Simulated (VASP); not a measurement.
The system is CuO (Tenorite).

```
Cu O
1.0
     2.39064   -1.74700    0.00000
     2.39064    1.74700    0.00000
    -0.87743    0.00000    5.15867
Cu O
2 2
Cartesian
  0.7566 -0.8623 2.5793
  1.1953 0.8623 0.0000
  1.6743 0.2897 3.8881
  2.1130 -0.2897 1.3088
```

Base run:

| Item | Value |
| --- | --- |
| Program | VASP 6.6.1 |
| Functional | r2SCAN |
| Potentials or basis | VASP PAW PBE potentials, release 64 (Cu, O) |
| Cutoff | 520 eV |
| k mesh | 10 × 10 × 5 |
| Occupations | fermi-dirac, width 0.05 eV |
| Spin | no spin polarisation |

Its results: band gap on the k mesh zero (band 17 reaches 4.97 eV, above the bottom of band 18 at 4.39 eV); pressure -9.7 GPa; largest force 0.703 eV/Å.

Q: The run is repeated on the same cell with these changes: functional from r2SCAN to LDA; potentials or basis from VASP PAW PBE potentials, release 64 (Cu, O) to VASP PAW LDA potentials, release 64 (Cu, O). What comes out?

A: Band gap on the k mesh zero (band 17 reaches 4.84 eV, above the bottom of band 18 at 4.23 eV); pressure -17.0 GPa; largest force 0.791 eV/Å.

Caveats: semilocal functionals often make such compounds metallic where correlation or magnetic order opens a gap, which also shifts bond lengths; the PAW data sets were made with another functional, which shifts forces and pressure a little (some runs).
